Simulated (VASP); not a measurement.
# MnCu5 (P4/mmm) in VASP: single point with PBE

Aim: the single point of MnCu5 with PBE.

All numbers are computed with VASP 6.6.1; they aren't measurements. Logs are shortened: lines on timing, memory, paths and dates and some standing lists are left out, and cuts for length are marked.

## Step 1: The cell of the first run

Symmetry: P4/mmm, No. 123, tetragonal system. The conventional cell has a = 2.639 Å, b = 2.639 Å, c = 10.619 Å, α = 90.00°, β = 90.00°, γ = 90.00°. Mn (site symmetry 4/mmm) has 8 Cu at 2.61 Å and 4 Mn at 2.64 Å within 3.4 Å. Cu (site symmetry 4/mmm) has 14 Cu at 2.55 to 3.48 Å within 3.5 Å. Cu (site symmetry 4mm) has 17 Cu at 2.55 to 3.73 Å and 1 Mn at 3.58 Å within 3.8 Å. Within 3.5 Å of Cu (site symmetry 4mm) lie 9 Cu at 2.56 to 3.48 Å and 4 Mn at 2.61 Å.

## Step 2: Single point, PBE, collinear spin, ferromagnetic start

Contents of INCAR:

```
SYSTEM = MnCu5
PREC     = Accurate       ! precision mode
ENCUT    = 520            ! plane-wave cutoff, eV
EDIFF    = 1E-7           ! SCF threshold, eV
ISMEAR   = 0              ! smearing method
SIGMA    = 0.1            ! smearing width, eV
LREAL    = .False.        ! projectors in reciprocal space
LASPH    = .True.         ! aspherical terms in the spheres
NELM     = 150            ! most SCF steps
ALGO     = Normal         ! electronic algorithm
ISIF     = 2              ! what is computed and relaxed
LWAVE    = .False.        ! write WAVECAR
LCHARG   = .True.         ! write CHGCAR
ISPIN    = 2              ! spin polarisation
MAGMOM   = 3.69 0 0 0 0 0 ! initial moments
LORBIT   = 11             ! projections on sites
LMAXMIX  = 4              ! l up to which the mixer works
GGA      = PE             ! functional
LELF     = .True.         ! ELF
LVHAR    = .True.       
NBANDS   = 47             ! bands
```

Contents of KPOINTS:

```
regular mesh
0
Gamma
  6 6 2
  0 0 0
```

Contents of POSCAR:

```
MnCu5
1.0
    2.6391251000      0.0000000000      0.0000000000
    0.0000000000      2.6391251000      0.0000000000
    0.0000000000      0.0000000000     10.6192346000
Mn Cu
1 5
Direct
    0.5000000000      0.5000000000      0.5000000000
    0.0000000000      0.0000000000      0.0000000000
    0.5000000000      0.5000000000      0.1633240000
    0.0000000000      0.0000000000      0.3281170000
    0.0000000000      0.0000000000      0.6718830000
    0.5000000000      0.5000000000      0.8366760000
```

Potentials or basis: VASP PAW PBE potentials, release 64 (Mn_pv, Cu).

Run with:

```console
$ cat potpaw_PBE.64/Mn_pv/POTCAR potpaw_PBE.64/Cu/POTCAR > POTCAR
$ mpirun -np 1 vasp_std > vasp.out
```

OUTCAR:

```text
SYSTEM = MnCu5
   PREC = Accurate
   ENCUT = 520
   EDIFF = 1E-7
   ISMEAR = 0
   LREAL = .False.
   LASPH = .True.
   NELM = 150
   ISIF = 2
   ISPIN = 2
   LORBIT = 11
   GGA = PE

 ion  position               nearest neighbor table
   1  0.500  0.500  0.500-   4 2.61   5 2.61   4 2.61   5 2.61   4 2.61   5 2.61   4 2.61   5 2.61

   2  0.000  0.000  0.000-   3 2.55   6 2.55   3 2.55   6 2.55   3 2.55   6 2.55   3 2.55   6 2.55

   3  0.500  0.500  0.163-   2 2.55   2 2.55   2 2.55   2 2.55   4 2.56   4 2.56   4 2.56   4 2.56

   4  0.000  0.000  0.328-   3 2.56   3 2.56   3 2.56   3 2.56   1 2.61   1 2.61   1 2.61   1 2.61

   5  0.000  0.000  0.672-   6 2.56   6 2.56   6 2.56   6 2.56   1 2.61   1 2.61   1 2.61   1 2.61

   6  0.500  0.500  0.837-   2 2.55   2 2.55   2 2.55   2 2.55   5 2.56   5 2.56   5 2.56   5 2.56

  LATTYP: Found a simple tetragonal cell.
 ALAT       =     2.6391251000
 C/A-ratio  =     4.0237708322

  Lattice vectors:

 A1 = (   2.6391251000,   0.0000000000,   0.0000000000)
 A2 = (   0.0000000000,   2.6391251000,   0.0000000000)
 A3 = (   0.0000000000,   0.0000000000,  10.6192346000)

Analysis of symmetry for initial positions (statically):
=====================================================================
 Subroutine PRICEL returns:
 Original cell was already a primitive cell.

 Routine SETGRP: Setting up the symmetry group for a
 simple tetragonal supercell.

 Subroutine GETGRP returns: Found 16 space group operations
 (whereof 16 operations were pure point group operations)
 out of a pool of 16 trial point group operations.

The static configuration has the point symmetry D_4h.

Analysis of symmetry for dynamics (positions and initial velocities):
=====================================================================
 Subroutine PRICEL returns:
 Original cell was already a primitive cell.

 Routine SETGRP: Setting up the symmetry group for a
 simple tetragonal supercell.

 Subroutine GETGRP returns: Found 16 space group operations
 (whereof 16 operations were pure point group operations)
 out of a pool of 16 trial point group operations.

The dynamic configuration has the point symmetry D_4h.

Analysis of structural, dynamic, and magnetic symmetry:
=====================================================================
 Subroutine PRICEL returns:
 Original cell was already a primitive cell.

 Routine SETGRP: Setting up the symmetry group for a
 simple tetragonal supercell.

 Subroutine GETGRP returns: Found 16 space group operations
 (whereof 16 operations were pure point group operations)
 out of a pool of 16 trial point group operations.

The overall configuration has the point symmetry D_4h.

 Subroutine INISYM returns: Found 16 space group operations
 (whereof 16 operations are pure point group operations),
 and found     1 'primitive' translations

----------------------------------------------------------------------------------------

                                     Primitive cell

  volume of cell :      73.9628

  direct lattice vectors                    reciprocal lattice vectors
     2.639125100  0.000000000  0.000000000     0.378913451  0.000000000  0.000000000
     0.000000000  2.639125100  0.000000000     0.000000000  0.378913451  0.000000000
     0.000000000  0.000000000 10.619234600     0.000000000  0.000000000  0.094168745

  length of vectors
     2.639125100  2.639125100 10.619234600     0.378913451  0.378913451  0.094168745

  position of ions in fractional coordinates (direct lattice)
     0.500000000  0.500000000  0.500000000
     0.000000000  0.000000000  0.000000000
     0.500000000  0.500000000  0.163324000
     0.000000000  0.000000000  0.328117000
     0.000000000  0.000000000  0.671883000
     0.500000000  0.500000000  0.836676000

  ion indices of the primitive-cell ions
   primitive index   ion index
                 1           1
                 2           2
                 3           3
                 4           4
                 5           5
                 6           6

----------------------------------------------------------------------------------------

 KPOINTS: regular mesh

Automatic generation of k-mesh.
 Grid dimensions read from file:
 generate k-points for:    6    6    2

 Generating k-lattice:

  Cartesian coordinates                     Fractional coordinates (reciprocal lattice)
     0.063152242  0.000000000  0.000000000     0.166666667  0.000000000  0.000000000
     0.000000000  0.063152242  0.000000000     0.000000000  0.166666667  0.000000000
     0.000000000  0.000000000  0.047084373     0.000000000  0.000000000  0.500000000

  Length of vectors
     0.063152242  0.063152242  0.047084373

  Shift w.r.t. Gamma in fractional coordinates (k-lattice)
     0.000000000  0.000000000  0.000000000

 Subroutine IBZKPT returns following result:
 ===========================================

 Found     20 irreducible k-points:

 Following reciprocal coordinates:
            Coordinates               Weight
  0.000000  0.000000  0.000000      1.000000
  0.166667  0.000000  0.000000      4.000000
  0.333333  0.000000  0.000000      4.000000
  0.500000  0.000000  0.000000      2.000000
  0.166667  0.166667  0.000000      4.000000
  0.333333  0.166667  0.000000      8.000000
[... 12 lines left out ...]
  0.500000  0.333333  0.500000      4.000000
  0.500000  0.500000  0.500000      1.000000
   k-points           NKPTS =     20   k-points in BZ     NKDIM =     20   number of bands    NBANDS=     47
   number of dos      NEDOS =    301   number of ions     NIONS =      6
   total plane-waves  NPLWV =  32000
   dimension x,y,z NGX =    20 NGY =   20 NGZ =   80
   dimension x,y,z NGXF=    40 NGYF=   40 NGZF=  160
   ions per type =               1   5
   NGX,Y,Z   is equivalent  to a cutoff of  12.60, 12.60, 12.52 a.u.
   NGXF,Y,Z  is equivalent  to a cutoff of  25.20, 25.20, 25.05 a.u.
 SYSTEM =  MnCu5
   PREC   = accura    normal or accurate (medium, high low for compatibility)
   ISTART =      0    job   : 0-new  1-cont  2-samecut
   ICHARG =      2    charge: 1-file 2-atom 10-const
   ISPIN  =      2    spin polarized calculation?
   LNONCOLLINEAR =      F non collinear calculations
   LSORBIT =      F    spin-orbit coupling
   LASPH  =      T    aspherical Exc in radial PAW
   ENCUT  =  520.0 eV  38.22 Ry    6.18 a.u.   4.91  4.91 19.74*2*pi/ulx,y,z
   NELM   =    150;   NELMIN=  2; NELMDL= -5     # of ELM steps
   EDIFF  = 0.1E-06   stopping-criterion for ELM
   LREAL  =      F    real-space projection
   EDIFFG = 0.1E-05   stopping-criterion for IOM
   NSW    =      0    number of steps for IOM
   IBRION =     -1    ionic relax: 0-MD 1-quasi-New 2-CG
   NFREE  =      0    steps in history (QN), initial steepest desc. (CG)
   ISIF   =      2    stress and relaxation
   ISYM   =      2    0-nonsym 1-usesym 2-fastsym
   POTIM  = 0.5000    time-step for ionic-motion
   TEBEG  =    0.0;   TEEND  =   0.0 temperature during run
   PSTRESS=    0.0 pullay stress
   NELECT =      68.0000    total number of electrons
   NUPDOWN=      -1.0000    fix difference up-down
   EMIN   =  10.00;   EMAX   =-10.00  energy-range for DOS
   EFERMI =   0.00;   METHOD = LEGACY
   ISMEAR =     0;   SIGMA  =   0.10  broadening in eV -4-tet -1-fermi 0-gaus
   EFERMI_NEDOS =   21; number of points for ismear=-14 and -15
   IALGO  =     38    algorithm
   IMIX   =      4    mixing-type and parameters
     AMIX     =   0.40;   BMIX     =  1.00
     AMIX_MAG =   1.60;   BMIX_MAG =  1.00
  volume/ion in A,a.u.               =      12.33        83.19
  Fermi-wavevector in a.u.,A,eV,Ry     =   1.591867  3.008192 34.477709  2.534040
  Thomas-Fermi vector in A             =   2.690341
   LORBIT       =     11    0 simple, 1 ext, 2 COOP (PROOUT), +10 PAW based schemes
   GGA     = PE    functional components
   LHFCALC =     F    Hartree Fock is set to
   AEXX    =    0.0000 exact exchange contribution
   IVDW    =     0    specifies the selected vdW correction
   LEPSILON=     F    determine dielectric tensor
   LRPA    =     F    only Hartree local field effects (RPA)
 spin polarized calculation
 Gauss-broadening in eV      SIGMA  =   0.10
  energy-cutoff  :      520.00
  volume of cell :       73.96
 maximum number of plane-waves:      2032
 NGX is ok and might be reduce to    20
   NGX =  9   NGY =  9   NGZ = 39

 number of electron      68.0000115 magnetization       3.3485092

 Free energy of the ion-electron system (eV)
  ---------------------------------------------------
  ext. energy  EPLUGINS =         0.00000000
  ---------------------------------------------------
  free energy    TOTEN  =       -27.12743856 eV

  energy without entropy =      -27.10969225  energy(sigma->0) =      -27.11856540

 E-fermi :   7.4532     XC(G=0): -12.5885

 val. band max:        7.4322459543   @ k =   0.3333   0.1667   0.5000
 cond. band min:       7.4565034935   @ k =   0.5000   0.1667   0.5000
 fundamental gap:      0.0242575392
 Fermi energy:         7.4531717720

 spin component 1

 k-point     1 :       0.0000    0.0000    0.0000
  band No.  band energies     occupation
      1     -41.9719      1.00000
      2     -41.7711      1.00000
      3     -41.7711      1.00000
      4      -1.5590      1.00000
      5      -0.2615      1.00000
      6      -0.0362      1.00000
[... 38 lines left out ...]
     45      21.6961      0.00000
     46      21.6961      0.00000
[... 889 lines left out ...]
      5       2.8575      1.00000
      6       2.8622      1.00000
[... 38 lines left out ...]
     45      14.5224      0.00000
     46      15.3112      0.00000
 Fermi energy:         7.4531717720

 spin component 2

 k-point     1 :       0.0000    0.0000    0.0000
  band No.  band energies     occupation
      1     -38.4747      1.00000
      2     -38.3767      1.00000
      3     -38.3767      1.00000
      4      -1.5122      1.00000
      5      -0.2777      1.00000
      6       0.1815      1.00000
[... 38 lines left out ...]
     45      21.9480      0.00000
     46      21.9480      0.00000
[... 889 lines left out ...]
      5       2.8753      1.00000
      6       3.0730      1.00000
[... 38 lines left out ...]
     45      14.7018      0.00000
     46      15.3016      0.00000
 [bands above 46 left out]

------------------------ aborting loop because EDIFF is reached ----------------------------------------

  FORCE on cell =-STRESS in cart. coord.  units (eV):
  Direction    XX          YY          ZZ          XY          YZ          ZX
  --------------------------------------------------------------------------------------
  -------------------------------------------------------------------------------------
  Total        0.1062891      0.1062891     -0.3156624      0.0000000      0.0000000      0.0000000
  in kB        2.3024290      2.3024290     -6.8378613      0.0000000      0.0000000      0.0000000
  external PRESSURE =      -0.7443345 kB  Pullay stress =       0.0000000 kB

 VOLUME and BASIS-vectors are now :
 -----------------------------------------------------------------------------
  energy-cutoff  :      520.00
  volume of cell :       73.96
      direct lattice vectors                 reciprocal lattice vectors
     2.639125100  0.000000000  0.000000000     0.378913451  0.000000000  0.000000000
     0.000000000  2.639125100  0.000000000     0.000000000  0.378913451  0.000000000
     0.000000000  0.000000000 10.619234600     0.000000000  0.000000000  0.094168745

 POSITION                                       TOTAL-FORCE (eV/Angst)
 -----------------------------------------------------------------------------------
      1.31956      1.31956      5.30962        -0.000000      0.000000      0.000000
      0.00000      0.00000      0.00000        -0.000000      0.000000      0.000000
      1.31956      1.31956      1.73438        -0.000000     -0.000000     -0.009914
      0.00000      0.00000      3.48435        -0.000000      0.000000      0.034842
      0.00000      0.00000      7.13488        -0.000000      0.000000     -0.034842
      1.31956      1.31956      8.88486         0.000000     -0.000000      0.009914
 -----------------------------------------------------------------------------------
    total drift:                               -0.000000     -0.000000     -0.000000

  FREE ENERGIE OF THE ION-ELECTRON SYSTEM (eV)
  ---------------------------------------------------
  free  energy   TOTEN  =       -27.1274385569 eV

  energy  without entropy=      -27.1096922502  energy(sigma->0) =      -27.11856540

 total charge

# of ion       s       p       d       tot
------------------------------------------
    1        0.329   6.255   5.019  11.604
    2        0.441   0.363   9.174   9.979
    3        0.442   0.363   9.170   9.976
    4        0.470   0.388   9.144  10.002
    5        0.470   0.388   9.144  10.002
    6        0.442   0.363   9.170   9.976
--------------------------------------------------
tot          2.594   8.120  50.822  61.537

 magnetization (x)

# of ion       s       p       d       tot
------------------------------------------
    1        0.018   0.021   3.193   3.232
    2        0.002   0.002   0.001   0.004
    3       -0.005  -0.001  -0.009  -0.016
    4       -0.026  -0.018   0.081   0.037
    5       -0.026  -0.018   0.081   0.037
    6       -0.005  -0.001  -0.009  -0.016
--------------------------------------------------
tot         -0.043  -0.015   3.338   3.280
```

Run time: 3.7 min. Hardware: 1 thread of Intel Xeon Platinum 8259CL at 2.50GHz (Skylake/Cascade Lake), shared host; peak memory 0.26 GiB.

What came out:

| Quantity | Value |
| --- | --- |
| Free energy | -27.1274 eV |
| Pressure | -0.1 GPa |
| Largest force | 0.035 eV/Å |
| Net moment | 3.35 μB per cell |
| Site moments | Mn +3.23; Cu +0.00, -0.02, +0.04 (each value once) μB |
| Valence electrons inside the program's atomic spheres | Mn 11.60; Cu 9.98, 10.00 (each value once) |

Forces on the atoms (eV/Å):
```
Mn   0.000  0.000  0.000
Cu   0.000  0.000  0.000
Cu   0.000  0.000 -0.010
Cu   0.000  0.000  0.035
Cu   0.000  0.000 -0.035
Cu   0.000  0.000  0.010
```

Levels at points of the mesh, in eV from the Fermi level:
Spin up:
| k point | band 32 | band 33 | band 34 | band 35 | band 36 | band 37 | band 38 | band 39 | band 40 | band 41 |
| --- | --- | --- | --- | --- | --- | --- | --- | --- | --- | --- |
| (0.00, 0.00, 0.00) | -1.68 | -1.68 | -1.67 | -1.27 | -0.86 | -0.86 | -0.60 | 2.38 | 8.20 | 12.00 |
| (0.50, 0.00, 0.00) | -1.19 | -0.78 | -0.72 | -0.61 | -0.57 | -0.56 | -0.54 | 0.74 | 4.68 | 4.75 |
| (0.50, 0.50, 0.00) | -0.93 | 0.12 | 1.23 | 1.23 | 4.00 | 4.00 | 4.01 | 4.01 | 6.49 | 6.52 |
| (0.00, 0.00, 0.50) | -1.67 | -1.61 | -1.61 | -0.88 | -0.88 | -0.60 | 0.50 | 0.86 | 10.51 | 10.57 |
| (0.50, 0.00, 0.50) | -1.17 | -0.87 | -0.81 | -0.78 | -0.56 | -0.54 | -0.51 | 0.67 | 3.87 | 4.17 |
| (0.50, 0.50, 0.50) | -0.94 | 0.12 | 2.07 | 2.07 | 2.25 | 2.25 | 6.24 | 6.24 | 6.29 | 6.29 |
Spin down:
| k point | band 30 | band 31 | band 32 | band 33 | band 34 | band 35 |
| --- | --- | --- | --- | --- | --- | --- |
| (0.00, 0.00, 0.00) | -1.67 | -1.67 | -1.62 | -1.62 | -0.49 | 0.96 |
| (0.50, 0.00, 0.00) | -0.82 | -0.69 | -0.59 | -0.57 | -0.55 | -0.33 |
| (0.50, 0.50, 0.00) | 0.16 | 0.16 | 1.29 | 1.29 | 2.09 | 3.31 |
| (0.00, 0.00, 0.50) | -1.67 | -1.60 | -1.60 | -0.49 | -0.11 | 0.61 |
| (0.50, 0.00, 0.50) | -0.82 | -0.80 | -0.77 | -0.52 | -0.52 | -0.33 |
| (0.50, 0.50, 0.50) | -0.19 | -0.19 | 2.09 | 2.40 | 2.40 | 2.41 |

Caveat: the k points lie up to 0.40 Å⁻¹ apart.
